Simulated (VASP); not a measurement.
# ScAl3 (Pm-3m) in VASP: settings compared

The runs below take ScAl3 through relaxation of cell and atoms, single point, with PBEsol+D4, RPBE+D3(BJ).

Everything below comes from runs of VASP 6.6.1. Logs are shortened: lines on timing, memory, paths and dates and some standing lists are left out, and cuts for length are marked.

## 1. The cell of the first run

The structure is cubic, space group Pm-3m (No. 221). Conventional cell: a = 4.088 Å, b = 4.088 Å, c = 4.088 Å, α = 90.00°, β = 90.00°, γ = 90.00°. Sc (site symmetry m-3m) has 12 Al at 2.89 Å within 3.8 Å. Within 3.8 Å of Al (site symmetry 4/mmm) lie 4 Sc at 2.89 Å and 8 Al at 2.89 Å.

## 2. Relaxation of cell and atoms, PBEsol+D4

Input file INCAR:

```
SYSTEM = ScAl3
PREC = Accurate
ENCUT = 600
EDIFF = 1E-6
ISMEAR = -1
SIGMA = 0.05
LREAL = .False.
LASPH = .True.
NELM = 80
ALGO = Normal
ISIF = 3
LWAVE = .False.
LCHARG = .False.
GGA = PS
IVDW = 13
IBRION = 2
NSW = 60
EDIFFG = -0.01
```

Input file KPOINTS:

```
regular mesh
0
Gamma
  7 7 7
  0 0 0
```

Input file POSCAR:

```
ScAl3
1.0
    4.0878065700      0.0000000000      0.0000000000
    0.0000000000      4.0878065700      0.0000000000
    0.0000000000      0.0000000000      4.0878065700
Sc Al
1 3
Direct
    0.0000000000      0.0000000000      0.0000000000
    0.5000000000      0.5000000000      0.0000000000
    0.0000000000      0.5000000000      0.5000000000
    0.5000000000      0.0000000000      0.5000000000
```

Potentials or basis: VASP PAW PBE potentials, release 64 (Sc_sv, Al).

Launch:

```console
> cat potpaw_PBE.64/Sc_sv/POTCAR potpaw_PBE.64/Al/POTCAR > POTCAR
> mpirun -np 1 vasp_std > vasp.out
```

OUTCAR:

```text
SYSTEM = ScAl3
   PREC = Accurate
   ENCUT = 600
   EDIFF = 1E-6
   ISMEAR = -1
   LREAL = .False.
   LASPH = .True.
   NELM = 80
   ISIF = 3
   GGA = PS
   IVDW = 13
   IBRION = 2
   NSW = 60
   EDIFFG = -0.01

 ion  position               nearest neighbor table
   1  0.000  0.000  0.000-   2 2.89   3 2.89   4 2.89   3 2.89   4 2.89   2 2.89   3 2.89   3 2.89
                             2 2.89   4 2.89   4 2.89   2 2.89
   2  0.500  0.500  0.000-   1 2.89   3 2.89   4 2.89   3 2.89   4 2.89   1 2.89   4 2.89   4 2.89
                             1 2.89   3 2.89   3 2.89   1 2.89
   3  0.000  0.500  0.500-   1 2.89   2 2.89   4 2.89   1 2.89   2 2.89   1 2.89   4 2.89   1 2.89
                             2 2.89   4 2.89   2 2.89   4 2.89
   4  0.500  0.000  0.500-   1 2.89   2 2.89   3 2.89   1 2.89   2 2.89   2 2.89   3 2.89   2 2.89
                             1 2.89   3 2.89   1 2.89   3 2.89

  LATTYP: Found a simple cubic cell.
 ALAT       =     4.0878065700

  Lattice vectors:

 A1 = (   4.0878065700,   0.0000000000,   0.0000000000)
 A2 = (   0.0000000000,   4.0878065700,   0.0000000000)
 A3 = (   0.0000000000,   0.0000000000,   4.0878065700)

Analysis of symmetry for initial positions (statically):
=====================================================================
 Subroutine PRICEL returns:
 Original cell was already a primitive cell.

 Routine SETGRP: Setting up the symmetry group for a
 simple cubic supercell.

 Subroutine GETGRP returns: Found 48 space group operations
 (whereof 48 operations were pure point group operations)
 out of a pool of 48 trial point group operations.

The static configuration has the point symmetry O_h .

Analysis of symmetry for dynamics (positions and initial velocities):
=====================================================================
 Subroutine PRICEL returns:
 Original cell was already a primitive cell.

 Routine SETGRP: Setting up the symmetry group for a
 simple cubic supercell.

 Subroutine GETGRP returns: Found 48 space group operations
 (whereof 48 operations were pure point group operations)
 out of a pool of 48 trial point group operations.

The dynamic configuration has the point symmetry O_h .

 Subroutine INISYM returns: Found 48 space group operations
 (whereof 48 operations are pure point group operations),
 and found     1 'primitive' translations

----------------------------------------------------------------------------------------

                                     Primitive cell

  volume of cell :      68.3079

  direct lattice vectors                    reciprocal lattice vectors
     4.087806570  0.000000000  0.000000000     0.244629970  0.000000000  0.000000000
     0.000000000  4.087806570  0.000000000     0.000000000  0.244629970  0.000000000
     0.000000000  0.000000000  4.087806570     0.000000000  0.000000000  0.244629970

  length of vectors
     4.087806570  4.087806570  4.087806570     0.244629970  0.244629970  0.244629970

  position of ions in fractional coordinates (direct lattice)
     0.000000000  0.000000000  0.000000000
     0.500000000  0.500000000  0.000000000
     0.000000000  0.500000000  0.500000000
     0.500000000  0.000000000  0.500000000

  ion indices of the primitive-cell ions
   primitive index   ion index
                 1           1
                 2           2
                 3           3
                 4           4

----------------------------------------------------------------------------------------

 KPOINTS: regular mesh

Automatic generation of k-mesh.
 Grid dimensions read from file:
 generate k-points for:    7    7    7

 Generating k-lattice:

  Cartesian coordinates                     Fractional coordinates (reciprocal lattice)
     0.034947139  0.000000000  0.000000000     0.142857143  0.000000000  0.000000000
     0.000000000  0.034947139  0.000000000     0.000000000  0.142857143  0.000000000
     0.000000000  0.000000000  0.034947139     0.000000000  0.000000000  0.142857143

  Length of vectors
     0.034947139  0.034947139  0.034947139

  Shift w.r.t. Gamma in fractional coordinates (k-lattice)
     0.000000000  0.000000000  0.000000000

 Subroutine IBZKPT returns following result:
 ===========================================

 Found     20 irreducible k-points:

 Following reciprocal coordinates:
            Coordinates               Weight
  0.000000  0.000000  0.000000      1.000000
  0.142857  0.000000  0.000000      6.000000
  0.285714  0.000000  0.000000      6.000000
  0.428571  0.000000  0.000000      6.000000
  0.142857  0.142857  0.000000     12.000000
  0.285714  0.142857  0.000000     24.000000
[... 12 lines left out ...]
  0.428571  0.428571  0.285714     24.000000
  0.428571  0.428571  0.428571      8.000000
   k-points           NKPTS =     20   k-points in BZ     NKDIM =     20   number of bands    NBANDS=     14
   number of dos      NEDOS =    301   number of ions     NIONS =      4
   total plane-waves  NPLWV =  46656
   dimension x,y,z NGX =    36 NGY =   36 NGZ =   36
   dimension x,y,z NGXF=    72 NGYF=   72 NGZF=   72
   ions per type =               1   3
   NGX,Y,Z   is equivalent  to a cutoff of  14.64, 14.64, 14.64 a.u.
   NGXF,Y,Z  is equivalent  to a cutoff of  29.28, 29.28, 29.28 a.u.
 SYSTEM =  ScAl3
   PREC   = accura    normal or accurate (medium, high low for compatibility)
   ISTART =      0    job   : 0-new  1-cont  2-samecut
   ICHARG =      2    charge: 1-file 2-atom 10-const
   ISPIN  =      1    spin polarized calculation?
   LNONCOLLINEAR =      F non collinear calculations
   LSORBIT =      F    spin-orbit coupling
   LASPH  =      T    aspherical Exc in radial PAW
   ENCUT  =  600.0 eV  44.10 Ry    6.64 a.u.   8.16  8.16  8.16*2*pi/ulx,y,z
   NELM   =     80;   NELMIN=  2; NELMDL= -5     # of ELM steps
   EDIFF  = 0.1E-05   stopping-criterion for ELM
   LREAL  =      F    real-space projection
   EDIFFG = -.1E-01   stopping-criterion for IOM
   NSW    =     60    number of steps for IOM
   IBRION =      2    ionic relax: 0-MD 1-quasi-New 2-CG
   NFREE  =      1    steps in history (QN), initial steepest desc. (CG)
   ISIF   =      3    stress and relaxation
   ISYM   =      2    0-nonsym 1-usesym 2-fastsym
   POTIM  = 0.5000    time-step for ionic-motion
   TEBEG  =    0.0;   TEEND  =   0.0 temperature during run
   PSTRESS=    0.0 pullay stress
   NELECT =      20.0000    total number of electrons
   NUPDOWN=      -1.0000    fix difference up-down
   EMIN   =  10.00;   EMAX   =-10.00  energy-range for DOS
   EFERMI =   0.00;   METHOD = LEGACY
   ISMEAR =    -1;   SIGMA  =   0.05  broadening in eV -4-tet -1-fermi 0-gaus
   EFERMI_NEDOS =   21; number of points for ismear=-14 and -15
   IALGO  =     38    algorithm
   IMIX   =      4    mixing-type and parameters
     AMIX     =   0.40;   BMIX     =  1.00
     AMIX_MAG =   1.60;   BMIX_MAG =  1.00
  volume/ion in A,a.u.               =      17.08       115.24
  Fermi-wavevector in a.u.,A,eV,Ry     =   1.087079  2.054282 16.078563  1.181741
  Thomas-Fermi vector in A             =   2.223230
   LORBIT       =      0    0 simple, 1 ext, 2 COOP (PROOUT), +10 PAW based schemes
   GGA     = PS    functional components
   LHFCALC =     F    Hartree Fock is set to
   AEXX    =    0.0000 exact exchange contribution
   IVDW    =    13    specifies the selected vdW correction
   LEPSILON=     F    determine dielectric tensor
   LRPA    =     F    only Hartree local field effects (RPA)
 conjugate gradient relaxation of ions
 non-spin polarized calculation
  energy-cutoff  :      600.00
  volume of cell :       68.31
 maximum number of plane-waves:      2301
 NGX is ok and might be reduce to    36
   NGX = 17   NGY = 17   NGZ = 17

--------------------------------------- Ionic step        1  -------------------------------------------

 number of electron      20.0000002 magnetization

 Free energy of the ion-electron system (eV)
  ---------------------------------------------------
  ext. energy  EPLUGINS =         0.00000000
  ---------------------------------------------------
  free energy    TOTEN  =       -20.76973281 eV

  energy without entropy =      -20.75675638  energy(sigma->0) =      -20.76324459

------------------------ aborting loop because EDIFF is reached ----------------------------------------

  DFT-D4 for vdW energy calculation

  Edisp (eV):   -0.79955

  FORCE on cell =-STRESS in cart. coord.  units (eV):
  Direction    XX          YY          ZZ          XY          YZ          ZX
  --------------------------------------------------------------------------------------
  -------------------------------------------------------------------------------------
  Total      -1.18793    -1.18793    -1.18793     0.00000     0.00000    -0.00000
  in kB     -27.86327   -27.86327   -27.86327     0.00000     0.00000    -0.00000
  external pressure =      -27.86 kB  Pullay stress =        0.00 kB
[... 65 lines left out ...]
  energy  without entropy=      -21.5715644236  energy(sigma->0) =      -21.57799000

--------------------------------------- Ionic step        3  -------------------------------------------

 number of electron      20.0000004 magnetization

 Free energy of the ion-electron system (eV)
  ---------------------------------------------------
  ext. energy  EPLUGINS =         0.00000000
  ---------------------------------------------------
  free energy    TOTEN  =       -20.76426441 eV

  energy without entropy =      -20.75139946  energy(sigma->0) =      -20.75783194

 E-fermi :   7.3746     XC(G=0): -10.6194

 val. band max:        7.3094313020   @ k =   0.4286   0.4286   0.1429
 cond. band min:       7.3773928467   @ k =   0.2857   0.0000   0.0000
 fundamental gap:      0.0679615447
 Fermi energy:         7.3746326198

 k-point     1 :       0.0000    0.0000    0.0000
  band No.  band energies     occupation
      1     -41.1762      2.00000
      2     -19.9870      2.00000
      3     -19.9870      2.00000
      4     -19.9870      2.00000
      5      -2.7004      2.00000
      6       4.8118      2.00000
      7       4.8118      2.00000
      8       5.6662      2.00000
      9       5.6662      2.00000
     10       5.6662      2.00000
     11       8.7029      0.00000
     12       8.7828      0.00000
     13       8.7828      0.00000
     14       8.7828      0.00000
[... 356 lines left out ...]
  FREE ENERGIE OF THE ION-ELECTRON SYSTEM (eV)
  ---------------------------------------------------
  free  energy   TOTEN  =       -21.5877008702 eV

  energy  without entropy=      -21.5748359225  energy(sigma->0) =      -21.58126840

 reached required accuracy - stopping structural energy minimisation
```

It used 48 s of CPU time on 1 thread of AMD EPYC 7R13 Processor (Zen 3), with other jobs on the host.

What came out:

```yaml
Free_energy: -21.5877 eV
Relaxed_volume: 16.56 Å³/atom
Relaxed_cell: a = 4.046 Å, b = 4.046 Å, c = 4.046 Å, α = 90.00°, β = 90.00°, γ = 90.00°
Space_group_after_relaxing_to_0.05_Å: Pm-3m (No. 221)
Energy_gained_by_relaxing: 4.6 meV/atom
Ionic_steps: 3
Pressure_after_relaxing: 0.0 GPa
Band_gap_on_the_k_mesh: zero (band 10 reaches 8.48 eV, above the bottom of band 11 at 4.78 eV)
Dispersion_energy_per_atom: -0.206 eV
```

Step by step:
```
step  energy change (eV)  largest force (eV/Å)  pressure (GPa)  volume (Å³)
   1              0.0000                0.0000           -2.79        68.31
   2             -0.0151                0.0000            1.26        65.41
   3             -0.0184                0.0000           -0.01        66.25
```

Final structure:
```xyz
4
Lattice="4.0463 0.0000 0.0000 0.0000 4.0463 0.0000 0.0000 0.0000 4.0463" Properties=species:S:1:pos:R:3 pbc="T T T"
Sc    0.0000    0.0000    0.0000
Al    2.0231    2.0231    0.0000
Al    0.0000    2.0231    2.0231
Al    2.0231    0.0000    2.0231
```

Caveat: the PAW data sets were made with another functional, which shifts forces and pressure a little; pairwise dispersion overbinds metals, which lowers pressure and volume.

## 3. Single point, RPBE+D3(BJ)

This run uses another cell than the first one, of 14.04 Å³/atom, 0.822 times its volume.

Input file INCAR:

```
  PREC = Accurate
  ENCUT = 520
  EDIFF = 1E-6
  ISMEAR = -1
  SIGMA = 0.05
  LREAL = False
  LASPH = True
  NELM = 80
  ALGO = Normal
  ISIF = 2
  LWAVE = False
  LCHARG = False
  GGA = RP
  IVDW = 12
  NBANDS = 18
```

Input file KPOINTS:

```
Automatic mesh
0
Gamma
  7 7 7
```

Input file POSCAR:

```
ScAl3
1.0
    3.8291216338      0.0000000000      0.0000000000
    0.0000000000      3.8291216338      0.0000000000
    0.0000000000      0.0000000000      3.8291216338
Sc Al
1 3
Direct
    0.0000000000      0.0000000000      0.0000000000
    0.5000000000      0.5000000000      0.0000000000
    0.0000000000      0.5000000000      0.5000000000
    0.5000000000      0.0000000000      0.5000000000
```

Potentials or basis: VASP PAW PBE potentials, release 64 (Sc_sv, Al).

Launch:

```console
> cat potpaw_PBE.64/Sc_sv/POTCAR potpaw_PBE.64/Al/POTCAR > POTCAR
> mpirun -np 1 vasp_std > vasp.out
```

Wall time 26 s (1 thread of Intel Xeon 8259CL, shared host); peak memory 0.17 GiB.

Results (log left out):

```
Free energy                : -27.4276 eV
Pressure                   : 0.0 GPa
Band gap on the k mesh     : zero (band 10 reaches 10.29 eV, above the bottom of band 11 at 6.39 eV)
Dispersion energy per atom : -2.594 eV
```

Levels at points of the mesh, in eV from the Fermi level:
```tsv
k point	band 8	band 9	band 10	band 11	band 12	band 13
(0.00, 0.00, 0.00)	-1.71	-1.71	-1.71	1.34	1.52	1.52
```

Caveat: the PAW data sets were made with another functional, which shifts forces and pressure a little; pairwise dispersion overbinds metals, which lowers pressure and volume.
